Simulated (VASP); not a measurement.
# Sr2Ca (Fm-3m) in VASP: a series of runs

The runs below take Sr2Ca through single point, relaxation of cell and atoms, with PBE.

All numbers are computed with VASP 6.6.1; they aren't measurements. Logs are shortened: lines on timing, memory, paths and dates and some standing lists are left out, and cuts for length are marked.

## Step 1: The cell of the first run

It takes space group Fm-3m (No. 225, cubic). The conventional cell has a = 9.102 Å, b = 9.102 Å, c = 9.102 Å, α = 90.00°, β = 90.00°, γ = 90.00°. Within 5.2 Å of Sr (site symmetry -43m) lie 4 Ca at 3.94 Å and 6 Sr at 4.55 Å. Ca (site symmetry m-3m) has 8 Sr at 3.94 Å within 5.2 Å.

## Step 2: Single point, PBE

File INCAR:

```
PREC = Accurate
ENCUT = 520
EDIFF = 1E-6
ISMEAR = 0
SIGMA = 0.1
LREAL = F
LASPH = T
NELM = 80
ALGO = Fast
ISIF = 2
LWAVE = F
LCHARG = F
GGA = PE
NBANDS = 22
```

File KPOINTS:

```
regular mesh
0
Gamma
  10 10 10
```

File POSCAR:

```
Sr2Ca
1.0
    0.0000000000      4.5508191553      4.5508191553
    4.5508191553      0.0000000000      4.5508191553
    4.5508191553      4.5508191553      0.0000000000
Sr Ca
2 1
Direct
    0.7500000000      0.7500000000      0.7500000000
    0.2500000000      0.2500000000      0.2500000000
    0.0000000000      0.0000000000      0.0000000000
```

Potentials or basis: VASP PAW PBE potentials, release 64 (Sr_sv, Ca_sv).

The run is started by

```console
> cat potpaw_PBE.64/Sr_sv/POTCAR potpaw_PBE.64/Ca_sv/POTCAR > POTCAR
> mpirun -np 1 vasp_std > vasp.out
```

OUTCAR:

```text
PREC = Accurate
   ENCUT = 520
   EDIFF = 1E-6
   ISMEAR = 0
   LREAL = F
   LASPH = T
   NELM = 80
   ISIF = 2
   GGA = PE

 ion  position               nearest neighbor table
   1  0.750  0.750  0.750-   3 3.94   3 3.94   3 3.94   3 3.94   2 4.55   2 4.55   2 4.55   2 4.55
                             2 4.55   2 4.55
   2  0.250  0.250  0.250-   3 3.94   3 3.94   3 3.94   3 3.94   1 4.55   1 4.55   1 4.55   1 4.55
                             1 4.55   1 4.55
   3  0.000  0.000  0.000-   1 3.94   1 3.94   1 3.94   2 3.94   2 3.94   2 3.94   2 3.94   1 3.94

  LATTYP: Found a face centered cubic cell.
 ALAT       =     9.1016383106

  Lattice vectors:

 A1 = (   0.0000000000,   4.5508191553,   4.5508191553)
 A2 = (   4.5508191553,   0.0000000000,   4.5508191553)
 A3 = (   4.5508191553,   4.5508191553,   0.0000000000)

Analysis of symmetry for initial positions (statically):
=====================================================================
 Subroutine PRICEL returns:
 Original cell was already a primitive cell.

 Routine SETGRP: Setting up the symmetry group for a
 face centered cubic supercell.

 Subroutine GETGRP returns: Found 48 space group operations
 (whereof 48 operations were pure point group operations)
 out of a pool of 48 trial point group operations.

The static configuration has the point symmetry O_h .

Analysis of symmetry for dynamics (positions and initial velocities):
=====================================================================
 Subroutine PRICEL returns:
 Original cell was already a primitive cell.

 Routine SETGRP: Setting up the symmetry group for a
 face centered cubic supercell.

 Subroutine GETGRP returns: Found 48 space group operations
 (whereof 48 operations were pure point group operations)
 out of a pool of 48 trial point group operations.

The dynamic configuration has the point symmetry O_h .

 Subroutine INISYM returns: Found 48 space group operations
 (whereof 48 operations are pure point group operations),
 and found     1 'primitive' translations

----------------------------------------------------------------------------------------

                                     Primitive cell

  volume of cell :     188.4945

  direct lattice vectors                    reciprocal lattice vectors
     0.000000000  4.550819155  4.550819155    -0.109870329  0.109870329  0.109870329
     4.550819155  0.000000000  4.550819155     0.109870329 -0.109870329  0.109870329
     4.550819155  4.550819155  0.000000000     0.109870329  0.109870329 -0.109870329

  length of vectors
     6.435830169  6.435830169  6.435830169     0.190300993  0.190300993  0.190300993

  position of ions in fractional coordinates (direct lattice)
     0.750000000  0.750000000  0.750000000
     0.250000000  0.250000000  0.250000000
     0.000000000  0.000000000  0.000000000

  ion indices of the primitive-cell ions
   primitive index   ion index
                 1           1
                 2           2
                 3           3

----------------------------------------------------------------------------------------

 KPOINTS: regular mesh

Automatic generation of k-mesh.
 Grid dimensions read from file:
 generate k-points for:   10   10   10

 Generating k-lattice:

  Cartesian coordinates                     Fractional coordinates (reciprocal lattice)
    -0.010987033  0.010987033  0.010987033     0.100000000  0.000000000  0.000000000
     0.010987033 -0.010987033  0.010987033     0.000000000  0.100000000  0.000000000
     0.010987033  0.010987033 -0.010987033     0.000000000  0.000000000  0.100000000

  Length of vectors
     0.019030099  0.019030099  0.019030099

  Shift w.r.t. Gamma in fractional coordinates (k-lattice)
     0.000000000  0.000000000  0.000000000

 Subroutine IBZKPT returns following result:
 ===========================================

 Found     47 irreducible k-points:

 Following reciprocal coordinates:
            Coordinates               Weight
  0.000000  0.000000  0.000000      1.000000
  0.100000  0.000000  0.000000      8.000000
  0.200000  0.000000  0.000000      8.000000
  0.300000  0.000000  0.000000      8.000000
  0.400000  0.000000  0.000000      8.000000
  0.500000  0.000000  0.000000      4.000000
[... 16 lines left out ...]
  0.300000  0.300000  0.000000      6.000000
  0.400000  0.300000  0.000000     24.000000
 [... further k-points ...]
   k-points           NKPTS =     47   k-points in BZ     NKDIM =     47   number of bands    NBANDS=     22
   number of dos      NEDOS =    301   number of ions     NIONS =      3
   total plane-waves  NPLWV = 110592
   dimension x,y,z NGX =    48 NGY =   48 NGZ =   48
   dimension x,y,z NGXF=    96 NGYF=   96 NGZF=   96
   ions per type =               2   1
   NGX,Y,Z   is equivalent  to a cutoff of  12.40, 12.40, 12.40 a.u.
   NGXF,Y,Z  is equivalent  to a cutoff of  24.80, 24.80, 24.80 a.u.
 SYSTEM =  unknown system
   PREC   = accura    normal or accurate (medium, high low for compatibility)
   ISTART =      0    job   : 0-new  1-cont  2-samecut
   ICHARG =      2    charge: 1-file 2-atom 10-const
   ISPIN  =      1    spin polarized calculation?
   LNONCOLLINEAR =      F non collinear calculations
   LSORBIT =      F    spin-orbit coupling
   LASPH  =      T    aspherical Exc in radial PAW
   ENCUT  =  520.0 eV  38.22 Ry    6.18 a.u.  11.97 11.97 11.97*2*pi/ulx,y,z
   NELM   =     80;   NELMIN=  2; NELMDL= -5     # of ELM steps
   EDIFF  = 0.1E-05   stopping-criterion for ELM
   LREAL  =      F    real-space projection
   EDIFFG = 0.1E-04   stopping-criterion for IOM
   NSW    =      0    number of steps for IOM
   IBRION =     -1    ionic relax: 0-MD 1-quasi-New 2-CG
   NFREE  =      0    steps in history (QN), initial steepest desc. (CG)
   ISIF   =      2    stress and relaxation
   ISYM   =      2    0-nonsym 1-usesym 2-fastsym
   POTIM  = 0.5000    time-step for ionic-motion
   TEBEG  =    0.0;   TEEND  =   0.0 temperature during run
   PSTRESS=    0.0 pullay stress
   NELECT =      30.0000    total number of electrons
   NUPDOWN=      -1.0000    fix difference up-down
   EMIN   =  10.00;   EMAX   =-10.00  energy-range for DOS
   EFERMI =   0.00;   METHOD = LEGACY
   ISMEAR =     0;   SIGMA  =   0.10  broadening in eV -4-tet -1-fermi 0-gaus
   EFERMI_NEDOS =   21; number of points for ismear=-14 and -15
   IALGO  =     68    algorithm
   IMIX   =      4    mixing-type and parameters
     AMIX     =   0.40;   BMIX     =  1.00
     AMIX_MAG =   1.60;   BMIX_MAG =  1.00
  volume/ion in A,a.u.               =      62.83       424.01
  Fermi-wavevector in a.u.,A,eV,Ry     =   0.887188  1.676542 10.709181  0.787103
  Thomas-Fermi vector in A             =   2.008453
   LORBIT       =      0    0 simple, 1 ext, 2 COOP (PROOUT), +10 PAW based schemes
   GGA     = PE    functional components
   LHFCALC =     F    Hartree Fock is set to
   AEXX    =    0.0000 exact exchange contribution
   IVDW    =     0    specifies the selected vdW correction
   LEPSILON=     F    determine dielectric tensor
   LRPA    =     F    only Hartree local field effects (RPA)
 non-spin polarized calculation
 RMM-DIIS sequential band-by-band and
 Gauss-broadening in eV      SIGMA  =   0.10
  energy-cutoff  :      520.00
  volume of cell :      188.49
 maximum number of plane-waves:      5104
   NGX = 23   NGY = 23   NGZ = 23

 number of electron      30.0000002 magnetization

 Free energy of the ion-electron system (eV)
  ---------------------------------------------------
  ext. energy  EPLUGINS =         0.00000000
  ---------------------------------------------------
  free energy    TOTEN  =        -4.11880137 eV

  energy without entropy =       -4.10018425  energy(sigma->0) =       -4.10949281

 E-fermi :   0.8484     XC(G=0):  -6.7584

 val. band max:        0.8413662844   @ k =   0.2000   0.2000   0.0000
 cond. band min:       0.8784661510   @ k =  -0.4000   0.3000   0.0000
 fundamental gap:      0.0370998667
 Fermi energy:         0.8483750569

 k-point     1 :       0.0000    0.0000    0.0000
  band No.  band energies     occupation
      1     -41.6744      2.00000
      2     -36.0134      2.00000
      3     -36.0080      2.00000
      4     -22.6590      2.00000
      5     -22.6590      2.00000
      6     -22.6590      2.00000
[... 14 lines left out ...]
     21       1.8238      0.00000
     22       4.0610      0.00000

 k-point     2 :       0.1000    0.0000    0.0000
  band No.  band energies     occupation
      1     -41.6744      2.00000
      2     -36.0133      2.00000
      3     -36.0081      2.00000
      4     -22.6590      2.00000
      5     -22.6590      2.00000
      6     -22.6590      2.00000
[... 14 lines left out ...]
     21       1.8237      0.00000
     22       4.0377      0.00000

 k-point     3 :       0.2000    0.0000    0.0000
  band No.  band energies     occupation
      1     -41.6744      2.00000
      2     -36.0129      2.00000
      3     -36.0085      2.00000
      4     -22.6590      2.00000
      5     -22.6590      2.00000
      6     -22.6590      2.00000
[... 14 lines left out ...]
     21       1.8344      0.00000
     22       3.8678      0.00000

 k-point     4 :       0.3000    0.0000    0.0000
  band No.  band energies     occupation
      1     -41.6743      2.00000
      2     -36.0123      2.00000
      3     -36.0091      2.00000
      4     -22.6590      2.00000
      5     -22.6590      2.00000
      6     -22.6590      2.00000
[... 14 lines left out ...]
     21       1.8827      0.00000
     22       3.2905      0.00000

 k-point     5 :       0.4000    0.0000    0.0000
  band No.  band energies     occupation
      1     -41.6743      2.00000
      2     -36.0115      2.00000
      3     -36.0098      2.00000
      4     -22.6591      2.00000
      5     -22.6591      2.00000
      6     -22.6590      2.00000
[... 14 lines left out ...]
     21       1.9738      0.00000
     22       2.8988      0.00000

 k-point     6 :       0.5000    0.0000    0.0000
  band No.  band energies     occupation
      1     -41.6743      2.00000
      2     -36.0107      2.00000
      3     -36.0107      2.00000
      4     -22.6591      2.00000
      5     -22.6591      2.00000
      6     -22.6590      2.00000
[... 14 lines left out ...]
     21       2.0295      0.00000
     22       2.7544      0.00000

 k-point     7 :       0.1000    0.1000    0.0000
  band No.  band energies     occupation
      1     -41.6744      2.00000
      2     -36.0132      2.00000
      3     -36.0082      2.00000
      4     -22.6590      2.00000
      5     -22.6590      2.00000
      6     -22.6589      2.00000
[... 324 lines left out ...]
      6     -22.6590      2.00000
[... 14 lines left out ...]
     21       2.0444      0.00000
     22       3.0636      0.00000

 k-point    21 :      -0.3000    0.2000    0.0000
  band No.  band energies     occupation
      1     -41.6743      2.00000
      2     -36.0116      2.00000
      3     -36.0098      2.00000
      4     -22.6591      2.00000
      5     -22.6591      2.00000
      6     -22.6590      2.00000
[... 14 lines left out ...]
     21       2.0575      0.00000
     22       3.0075      0.00000

 k-point    22 :      -0.2000    0.2000    0.0000
  band No.  band energies     occupation
      1     -41.6743      2.00000
      2     -36.0122      2.00000
      3     -36.0092      2.00000
      4     -22.6591      2.00000
      5     -22.6591      2.00000
      6     -22.6590      2.00000
[... 14 lines left out ...]
     21       2.0056      0.00000
     22       3.1897      0.00000

 k-point    23 :       0.3000    0.3000    0.0000
  band No.  band energies     occupation
      1     -41.6743      2.00000
      2     -36.0122      2.00000
      3     -36.0092      2.00000
      4     -22.6592      2.00000
      5     -22.6592      2.00000
      6     -22.6588      2.00000
[... 14 lines left out ...]
     21       2.0199      0.00000
     22       3.3967      0.00000

 k-point    24 :       0.4000    0.3000    0.0000
  band No.  band energies     occupation
      1     -41.6743      2.00000
      2     -36.0119      2.00000
      3     -36.0095      2.00000
      4     -22.6592      2.00000
      5     -22.6592      2.00000
      6     -22.6588      2.00000
[... 14 lines left out ...]
     21       2.1018      0.00000
     22       3.1024      0.00000

 [... further k-points ...]

------------------------ aborting loop because EDIFF is reached ----------------------------------------

  FORCE on cell =-STRESS in cart. coord.  units (eV):
  Direction    XX          YY          ZZ          XY          YZ          ZX
  --------------------------------------------------------------------------------------
  -------------------------------------------------------------------------------------
  Total        0.0268832      0.0268832      0.0268832     -0.0000000     -0.0000000      0.0000000
  in kB        0.2285034      0.2285034      0.2285034     -0.0000000     -0.0000000      0.0000000
  external PRESSURE =       0.2285034 kB  Pullay stress =       0.0000000 kB

 VOLUME and BASIS-vectors are now :
 -----------------------------------------------------------------------------
  energy-cutoff  :      520.00
  volume of cell :      188.49
      direct lattice vectors                 reciprocal lattice vectors
     0.000000000  4.550819155  4.550819155    -0.109870329  0.109870329  0.109870329
     4.550819155  0.000000000  4.550819155     0.109870329 -0.109870329  0.109870329
     4.550819155  4.550819155  0.000000000     0.109870329  0.109870329 -0.109870329

 POSITION                                       TOTAL-FORCE (eV/Angst)
 -----------------------------------------------------------------------------------
      6.82623      6.82623      6.82623         0.000000     -0.000000      0.000000
      2.27541      2.27541      2.27541         0.000000      0.000000     -0.000000
      0.00000      0.00000      0.00000        -0.000000      0.000000      0.000000
 -----------------------------------------------------------------------------------
    total drift:                               -0.000000     -0.000000      0.000000

  FREE ENERGIE OF THE ION-ELECTRON SYSTEM (eV)
  ---------------------------------------------------
  free  energy   TOTEN  =        -4.1188013661 eV

  energy  without entropy=       -4.1001842457  energy(sigma->0) =       -4.10949281
```

Run time: 7.5 min. Hardware: 1 thread of Intel Xeon Platinum 8488C (Sapphire Rapids), shared host; peak memory 0.45 GiB.

What came out:

```
Free energy            : -4.1188 eV
Pressure               : 0.0 GPa
Band gap on the k mesh : zero (bands 15 and 16 overlap by 0.87 eV)
```

Levels at points of the mesh, in eV from the Fermi level:
```csv
k point,band 12,band 13,band 14,band 15,band 16,band 17,band 18,band 19
"(0.00, 0.00, 0.00)",-18.80,-3.36,0.38,0.38,0.42,0.42,0.42,0.98
"(0.50, 0.00, 0.00)",-18.82,-2.15,-1.49,0.53,0.53,0.60,0.64,0.64
"(0.50, 0.50, 0.00)",-18.80,-1.59,-1.43,-0.41,-0.23,0.59,0.59,1.29
```

## Step 3: Relaxation of cell and atoms, PBE

This run uses another cell than the first one, of 61.94 Å³/atom.

File INCAR:

```
ALGO = Fast
EDIFF = 1E-6
EDIFFG = -0.01
ENCUT = 600
GGA = PE
IBRION = 2
ISIF = 3
ISMEAR = 0
LASPH = True
LCHARG = False
LREAL = False
LWAVE = False
NELM = 80
NSW = 100
PREC = Accurate
SIGMA = 0.1
```

File KPOINTS:

```
k-points
0
Gamma
  10 10 10
```

File POSCAR:

```
Sr2Ca
1.0
    0.0000000000      4.5290942764      4.5290942764
    4.5290942764      0.0000000000      4.5290942764
    4.5290942764      4.5290942764      0.0000000000
Sr Ca
2 1
Direct
    0.7500000000      0.7500000000      0.7500000000
    0.2500000000      0.2500000000      0.2500000000
    0.0000000000      0.0000000000      0.0000000000
```

Potentials or basis: VASP PAW PBE potentials, release 64 (Sr_sv, Ca_sv).

The run is started by

```console
> cat potpaw_PBE.64/Sr_sv/POTCAR potpaw_PBE.64/Ca_sv/POTCAR > POTCAR
> mpirun -np 1 vasp_std > vasp.out
```

Wall time 20 min (1 thread of Intel Xeon Platinum 8488C (Sapphire Rapids), shared host); peak memory 0.56 GiB.

It converged, with:

```yaml
Free_energy: -4.1186 eV
Relaxed_volume: 62.79 Å³/atom
Relaxed_cell: a = 6.435 Å, b = 6.435 Å, c = 6.435 Å, α = 60.00°, β = 60.00°, γ = 60.00°
Space_group_after_relaxing_to_0.1_Å: Fm-3m (No. 225)
Energy_gained_by_relaxing: 0.4 meV/atom
Ionic_steps: 3
Pressure_after_relaxing: 0.0 GPa
Band_gap_on_the_k_mesh: zero (bands 15 and 16 overlap by 0.87 eV)
```

Step by step:
```csv
step,energy change (eV),largest force (eV/Å),pressure (GPa),volume (Å³)
1,0.0000,0.0000,0.15,185.81
2,-0.0010,0.0000,0.06,187.36
3,-0.0013,0.0000,-0.02,188.38
```

Final structure:
```
Sr Ca
1.0
     0.00000    4.54990    4.54990
     4.54990    0.00000    4.54990
     4.54990    4.54990    0.00000
Sr Ca
2 1
Direct
  0.75000 0.75000 0.75000
  0.25000 0.25000 0.25000
  0.00000 0.00000 0.00000
```

Levels at points of the mesh, in eV from the Fermi level:
| k point | band 13 | band 14 | band 15 | band 16 | band 17 | band 18 |
| --- | --- | --- | --- | --- | --- | --- |
| (0.00, 0.00, 0.00) | -3.36 | 0.38 | 0.38 | 0.42 | 0.42 | 0.42 |
| (0.50, 0.00, 0.00) | -2.15 | -1.49 | 0.53 | 0.53 | 0.60 | 0.64 |
| (0.50, 0.50, 0.00) | -1.59 | -1.43 | -0.41 | -0.23 | 0.59 | 0.59 |

The gap in the log of VASP goes by the Fermi energy; the results here count the filled bands.